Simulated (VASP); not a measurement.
# AlCr2F4 (Fd-3m) in VASP: single point with PBEsol

Aim: the single point of AlCr2F4 with PBEsol.

Program: VASP 6.6.1. These are calculated values, not measurements. Logs are shortened: lines on timing, memory, paths and dates and some standing lists are left out, and cuts for length are marked.

## (1) The cell of the first run

Symmetry: Fd-3m, No. 227, cubic system. Conventional cell: a = 8.630 Å, b = 8.630 Å, c = 8.630 Å, α = 90.00°, β = 90.00°, γ = 90.00°. Within 2.5 Å of Al (site symmetry -43m) lie 4 F at 1.88 Å. Within 2.8 Å of Cr (site symmetry -3m) lie 6 F at 2.15 Å. F (site symmetry 3m) has 1 Al at 1.88 Å and 3 Cr at 2.15 Å within 2.5 Å.

## (2) Single point, PBEsol

Contents of INCAR:

```
SYSTEM = AlCr2F4
PREC = Accurate
ENCUT = 520
EDIFF = 1E-7
ISMEAR = 1
SIGMA = 0.1024
LREAL = .FALSE.
LASPH = .TRUE.
NELM = 100
ALGO = Fast
ISIF = 2
LWAVE = .FALSE.
LCHARG = .FALSE.
GGA = PS
NBANDS = 68
```

Contents of KPOINTS:

```
regular mesh
0
G
  7 7 7
  0 0 0
```

Contents of POSCAR:

```
AlCr2F4
1.0
    0.0000000000      4.3149627500      4.3149627500
    4.3149627500      0.0000000000      4.3149627500
    4.3149627500      4.3149627500      0.0000000000
Al Cr F
2 4 8
Direct
    0.0000000000      0.0000000000      0.0000000000
    0.2500000000      0.2500000000      0.2500000000
    0.6250000000      0.6250000000      0.6250000000
    0.1250000000      0.6250000000      0.6250000000
    0.6250000000      0.6250000000      0.1250000000
    0.6250000000      0.1250000000      0.6250000000
    0.3760000000      0.3760000000      0.3760000000
    0.3780000000      0.8740000000      0.8740000000
    0.3760000000      0.3760000000      0.8720000000
    0.8740000000      0.3780000000      0.8740000000
    0.8720000000      0.3760000000      0.3760000000
    0.8740000000      0.8740000000      0.8740000000
    0.3760000000      0.8720000000      0.3760000000
    0.8740000000      0.8740000000      0.3780000000
```

Potentials or basis: VASP PAW PBE potentials, release 64 (Al, Cr_pv, F).

On the command line:

```sh
$ cat potpaw_PBE.64/Al/POTCAR potpaw_PBE.64/Cr_pv/POTCAR potpaw_PBE.64/F/POTCAR > POTCAR
$ mpirun -np 1 vasp_std > vasp.out
```

OUTCAR:

```text
SYSTEM = AlCr2F4
   PREC = Accurate
   ENCUT = 520
   EDIFF = 1E-7
   ISMEAR = 1
   LREAL = .FALSE.
   LASPH = .TRUE.
   NELM = 100
   ISIF = 2
   GGA = PS

 ion  position               nearest neighbor table
   1  0.000  0.000  0.000-  12 1.88  10 1.88   8 1.88  14 1.88
   2  0.250  0.250  0.250-   7 1.88   9 1.88  11 1.88  13 1.88
   3  0.625  0.625  0.625-   8 2.15  10 2.15  11 2.15  13 2.15   9 2.15  14 2.15   4 3.05   5 3.05
                             6 3.05   5 3.05   6 3.05   4 3.05
   4  0.125  0.625  0.625-   9 2.15  10 2.15  13 2.15  14 2.15   7 2.15  12 2.15   3 3.05   5 3.05
                             6 3.05   3 3.05   5 3.05   6 3.05
   5  0.625  0.625  0.125-   8 2.15  10 2.15  11 2.15  13 2.15  12 2.15   7 2.15   3 3.05   3 3.05
                             4 3.05   6 3.05   6 3.05   4 3.05
   6  0.625  0.125  0.625-   8 2.15   9 2.15  11 2.15  14 2.15  12 2.15   7 2.15   3 3.05   5 3.05
                             3 3.05   4 3.05   5 3.05   4 3.05
   7  0.376  0.376  0.376-   2 1.88   4 2.15   5 2.15   6 2.15
   8  0.378  0.874  0.874-   1 1.88   5 2.15   6 2.15   3 2.15
   9  0.376  0.376  0.872-   2 1.88   4 2.15   6 2.15   3 2.15
  10  0.874  0.378  0.874-   1 1.88   4 2.15   5 2.15   3 2.15
  11  0.872  0.376  0.376-   2 1.88   5 2.15   6 2.15   3 2.15
  12  0.874  0.874  0.874-   1 1.88   4 2.15   5 2.15   6 2.15
  13  0.376  0.872  0.376-   2 1.88   4 2.15   5 2.15   3 2.15
  14  0.874  0.874  0.378-   1 1.88   4 2.15   6 2.15   3 2.15

  LATTYP: Found a face centered cubic cell.
 ALAT       =     8.6299255000

  Lattice vectors:

 A1 = (   0.0000000000,   4.3149627500,   4.3149627500)
 A2 = (   4.3149627500,   0.0000000000,   4.3149627500)
 A3 = (   4.3149627500,   4.3149627500,   0.0000000000)

Analysis of symmetry for initial positions (statically):
=====================================================================
 Subroutine PRICEL returns:
 Original cell was already a primitive cell.

 Routine SETGRP: Setting up the symmetry group for a
 face centered cubic supercell.

 Subroutine GETGRP returns: Found 48 space group operations
 (whereof 24 operations were pure point group operations)
 out of a pool of 48 trial point group operations.

The static configuration has the point symmetry T_d .
 The point group associated with its full space group is O_h .

Analysis of symmetry for dynamics (positions and initial velocities):
=====================================================================
 Subroutine PRICEL returns:
 Original cell was already a primitive cell.

 Routine SETGRP: Setting up the symmetry group for a
 face centered cubic supercell.

 Subroutine GETGRP returns: Found 48 space group operations
 (whereof 24 operations were pure point group operations)
 out of a pool of 48 trial point group operations.

The dynamic configuration has the point symmetry T_d .
 The point group associated with its full space group is O_h .

 Subroutine INISYM returns: Found 48 space group operations
 (whereof 24 operations are pure point group operations),
 and found     1 'primitive' translations

----------------------------------------------------------------------------------------

                                     Primitive cell

  volume of cell :     160.6798

  direct lattice vectors                    reciprocal lattice vectors
     0.000000000  4.314962750  4.314962750    -0.115875855  0.115875855  0.115875855
     4.314962750  0.000000000  4.314962750     0.115875855 -0.115875855  0.115875855
     4.314962750  4.314962750  0.000000000     0.115875855  0.115875855 -0.115875855

  length of vectors
     6.102278842  6.102278842  6.102278842     0.200702869  0.200702869  0.200702869

  position of ions in fractional coordinates (direct lattice)
     0.000000000  0.000000000  0.000000000
     0.250000000  0.250000000  0.250000000
     0.625000000  0.625000000  0.625000000
     0.125000000  0.625000000  0.625000000
     0.625000000  0.625000000  0.125000000
     0.625000000  0.125000000  0.625000000
     0.376000000  0.376000000  0.376000000
     0.378000000  0.874000000  0.874000000
     0.376000000  0.376000000  0.872000000
     0.874000000  0.378000000  0.874000000
     0.872000000  0.376000000  0.376000000
     0.874000000  0.874000000  0.874000000
     0.376000000  0.872000000  0.376000000
     0.874000000  0.874000000  0.378000000

  ion indices of the primitive-cell ions
   primitive index   ion index
                 1           1
                 2           2
                 3           3
                 4           4
                 5           5
                 6           6
                 7           7
                 8           8
                 9           9
                10          10
                11          11
                12          12
                13          13
                14          14

----------------------------------------------------------------------------------------

 KPOINTS: regular mesh

Automatic generation of k-mesh.
 Grid dimensions read from file:
 generate k-points for:    7    7    7

 Generating k-lattice:

  Cartesian coordinates                     Fractional coordinates (reciprocal lattice)
    -0.016553694  0.016553694  0.016553694     0.142857143  0.000000000  0.000000000
     0.016553694 -0.016553694  0.016553694     0.000000000  0.142857143  0.000000000
     0.016553694  0.016553694 -0.016553694     0.000000000  0.000000000  0.142857143

  Length of vectors
     0.028671838  0.028671838  0.028671838

  Shift w.r.t. Gamma in fractional coordinates (k-lattice)
     0.000000000  0.000000000  0.000000000

 Subroutine IBZKPT returns following result:
 ===========================================

 Found     20 irreducible k-points:

 Following reciprocal coordinates:
            Coordinates               Weight
  0.000000  0.000000  0.000000      1.000000
  0.142857  0.000000  0.000000      8.000000
  0.285714  0.000000  0.000000      8.000000
  0.428571  0.000000  0.000000      8.000000
  0.142857  0.142857  0.000000      6.000000
  0.285714  0.142857  0.000000     24.000000
[... 12 lines left out ...]
 -0.428571  0.428571  0.142857     24.000000
 -0.285714  0.428571  0.142857     24.000000
   k-points           NKPTS =     20   k-points in BZ     NKDIM =     20   number of bands    NBANDS=     68
   number of dos      NEDOS =    301   number of ions     NIONS =     14
   total plane-waves  NPLWV = 110592
   dimension x,y,z NGX =    48 NGY =   48 NGZ =   48
   dimension x,y,z NGXF=    96 NGYF=   96 NGZF=   96
   ions per type =               2   4   8
   NGX,Y,Z   is equivalent  to a cutoff of  13.08, 13.08, 13.08 a.u.
   NGXF,Y,Z  is equivalent  to a cutoff of  26.15, 26.15, 26.15 a.u.
 SYSTEM =  AlCr2F4
   PREC   = accura    normal or accurate (medium, high low for compatibility)
   ISTART =      0    job   : 0-new  1-cont  2-samecut
   ICHARG =      2    charge: 1-file 2-atom 10-const
   ISPIN  =      1    spin polarized calculation?
   LNONCOLLINEAR =      F non collinear calculations
   LSORBIT =      F    spin-orbit coupling
   LASPH  =      T    aspherical Exc in radial PAW
   ENCUT  =  520.0 eV  38.22 Ry    6.18 a.u.  11.35 11.35 11.35*2*pi/ulx,y,z
   NELM   =    100;   NELMIN=  2; NELMDL= -5     # of ELM steps
   EDIFF  = 0.1E-06   stopping-criterion for ELM
   LREAL  =      F    real-space projection
   EDIFFG = 0.1E-05   stopping-criterion for IOM
   NSW    =      0    number of steps for IOM
   IBRION =     -1    ionic relax: 0-MD 1-quasi-New 2-CG
   NFREE  =      0    steps in history (QN), initial steepest desc. (CG)
   ISIF   =      2    stress and relaxation
   ISYM   =      2    0-nonsym 1-usesym 2-fastsym
   POTIM  = 0.5000    time-step for ionic-motion
   TEBEG  =    0.0;   TEEND  =   0.0 temperature during run
   PSTRESS=    0.0 pullay stress
   NELECT =     110.0000    total number of electrons
   NUPDOWN=      -1.0000    fix difference up-down
   EMIN   =  10.00;   EMAX   =-10.00  energy-range for DOS
   EFERMI =   0.00;   METHOD = LEGACY
   ISMEAR =     1;   SIGMA  =   0.10  broadening in eV -4-tet -1-fermi 0-gaus
   EFERMI_NEDOS =   21; number of points for ismear=-14 and -15
   IALGO  =     68    algorithm
   IMIX   =      4    mixing-type and parameters
     AMIX     =   0.40;   BMIX     =  1.00
     AMIX_MAG =   1.60;   BMIX_MAG =  1.00
  volume/ion in A,a.u.               =      11.48        77.45
  Fermi-wavevector in a.u.,A,eV,Ry     =   1.442842  2.726575 28.324501  2.081792
  Thomas-Fermi vector in A             =   2.561316
   LORBIT       =      0    0 simple, 1 ext, 2 COOP (PROOUT), +10 PAW based schemes
   GGA     = PS    functional components
   LHFCALC =     F    Hartree Fock is set to
   AEXX    =    0.0000 exact exchange contribution
   IVDW    =     0    specifies the selected vdW correction
   LEPSILON=     F    determine dielectric tensor
   LRPA    =     F    only Hartree local field effects (RPA)
 non-spin polarized calculation
 RMM-DIIS sequential band-by-band and
 Methfessel and Paxton  Order N= 1 SIGMA  =   0.10
  energy-cutoff  :      520.00
  volume of cell :      160.68
 maximum number of plane-waves:      4356
 NGX is ok and might be reduce to    48
   NGX = 23   NGY = 23   NGZ = 23

 number of electron     110.0000001 magnetization

 Free energy of the ion-electron system (eV)
  ---------------------------------------------------
  ext. energy  EPLUGINS =         0.00000000
  ---------------------------------------------------
  free energy    TOTEN  =       -75.99663471 eV

  energy without entropy =      -75.98672297  energy(sigma->0) =      -75.99333080

 E-fermi :   7.8715     XC(G=0): -11.2356

 val. band max:        7.8677575753   @ k =  -0.2857   0.4286   0.1429
 cond. band min:       7.8759649754   @ k =   0.2857   0.1429   0.0000
 fundamental gap:      0.0082074002
 Fermi energy:         7.8714994747

 k-point     1 :       0.0000    0.0000    0.0000
  band No.  band energies     occupation
      1     -35.4265      2.00000
      2     -35.3996      2.00000
      3     -35.3996      2.00000
      4     -35.3996      2.00000
      5     -35.3705      2.00000
      6     -35.3705      2.00000
[... 59 lines left out ...]
     66       8.7429     -0.00000
     67       9.9669      0.00000

 k-point     2 :       0.1429    0.0000    0.0000
  band No.  band energies     occupation
      1     -35.4215      2.00000
      2     -35.3978      2.00000
      3     -35.3969      2.00000
      4     -35.3969      2.00000
      5     -35.3697      2.00000
      6     -35.3697      2.00000
[... 59 lines left out ...]
     66       8.9501     -0.00000
     67       9.8601     -0.00000

 k-point     3 :       0.2857    0.0000    0.0000
  band No.  band energies     occupation
      1     -35.4128      2.00000
      2     -35.3907      2.00000
      3     -35.3907      2.00000
      4     -35.3879      2.00000
      5     -35.3666      2.00000
      6     -35.3665      2.00000
[... 1179 lines left out ...]
     66       9.2223     -0.00000
     67       9.3899     -0.00000

 k-point    20 :      -0.2857    0.4286    0.1429
  band No.  band energies     occupation
      1     -35.3888      2.00000
      2     -35.3803      2.00000
      3     -35.3747      2.00000
      4     -35.3745      2.00000
      5     -35.3612      2.00000
      6     -35.3564      2.00000
[... 59 lines left out ...]
     66       9.0812     -0.00000
     67       9.1354     -0.00000
 [bands above 67 left out]

------------------------ aborting loop because EDIFF is reached ----------------------------------------

  FORCE on cell =-STRESS in cart. coord.  units (eV):
  Direction    XX          YY          ZZ          XY          YZ          ZX
  --------------------------------------------------------------------------------------
  -------------------------------------------------------------------------------------
  Total        3.1559824      3.1559824      3.1559824      0.0000000      0.0000000      0.0000000
  in kB       31.4690773     31.4690773     31.4690773      0.0000000      0.0000000      0.0000000
  external PRESSURE =      31.4690773 kB  Pullay stress =       0.0000000 kB

 VOLUME and BASIS-vectors are now :
 -----------------------------------------------------------------------------
  energy-cutoff  :      520.00
  volume of cell :      160.68
      direct lattice vectors                 reciprocal lattice vectors
     0.000000000  4.314962750  4.314962750    -0.115875855  0.115875855  0.115875855
     4.314962750  0.000000000  4.314962750     0.115875855 -0.115875855  0.115875855
     4.314962750  4.314962750  0.000000000     0.115875855  0.115875855 -0.115875855

 POSITION                                       TOTAL-FORCE (eV/Angst)
 -----------------------------------------------------------------------------------
      0.00000      0.00000      0.00000         0.000000      0.000000      0.000000
      2.15748      2.15748      2.15748         0.000000      0.000000      0.000000
      5.39370      5.39370      5.39370         0.000000      0.000000      0.000000
      5.39370      3.23622      3.23622         0.000000      0.000000      0.000000
      3.23622      3.23622      5.39370         0.000000      0.000000      0.000000
      3.23622      5.39370      3.23622         0.000000      0.000000      0.000000
      3.24485      3.24485      3.24485        -0.083300     -0.083300     -0.083300
      7.54255      5.40233      5.40233         0.083300     -0.083300     -0.083300
      5.38507      5.38507      3.24485         0.083300      0.083300     -0.083300
      5.40233      7.54255      5.40233        -0.083300      0.083300     -0.083300
      3.24485      5.38507      5.38507        -0.083300      0.083300      0.083300
      7.54255      7.54255      7.54255         0.083300      0.083300      0.083300
      5.38507      3.24485      5.38507         0.083300     -0.083300      0.083300
      5.40233      5.40233      7.54255        -0.083300     -0.083300      0.083300
 -----------------------------------------------------------------------------------
    total drift:                                0.000000      0.000000      0.000000

  FREE ENERGIE OF THE ION-ELECTRON SYSTEM (eV)
  ---------------------------------------------------
  free  energy   TOTEN  =       -75.9966347094 eV

  energy  without entropy=      -75.9867229749  energy(sigma->0) =      -75.99333080
```

Run time: 11 min. Hardware: 1 thread of AMD EPYC 7R13 (Zen 3), shared host; peak memory 0.38 GiB.

What came out:

```
Free energy            : -75.9966 eV
Pressure               : 3.1 GPa
Largest force          : 0.144 eV/Å
Band gap on the k mesh : zero (bands 55 and 56 overlap by 0.50 eV)
```

Forces on the atoms (eV/Å):
```
Al   0.000  0.000  0.000
Al   0.000  0.000  0.000
Cr   0.000  0.000  0.000
Cr   0.000  0.000  0.000
Cr   0.000  0.000  0.000
Cr   0.000  0.000  0.000
F   -0.083 -0.083 -0.083
F    0.083 -0.083 -0.083
F    0.083  0.083 -0.083
F   -0.083  0.083 -0.083
F   -0.083  0.083  0.083
F    0.083  0.083  0.083
F    0.083 -0.083  0.083
F   -0.083 -0.083  0.083
```

Caveat: the cell stands under pressure; the PAW data sets were made with another functional, which shifts forces and pressure a little; the run has no spin polarisation, though such a crystal can be magnetic; semilocal functionals often make such compounds metallic where correlation or magnetic order opens a gap, which also shifts bond lengths. Spin polarisation is off, so any magnetic state and its effect on volume and gap are missing.
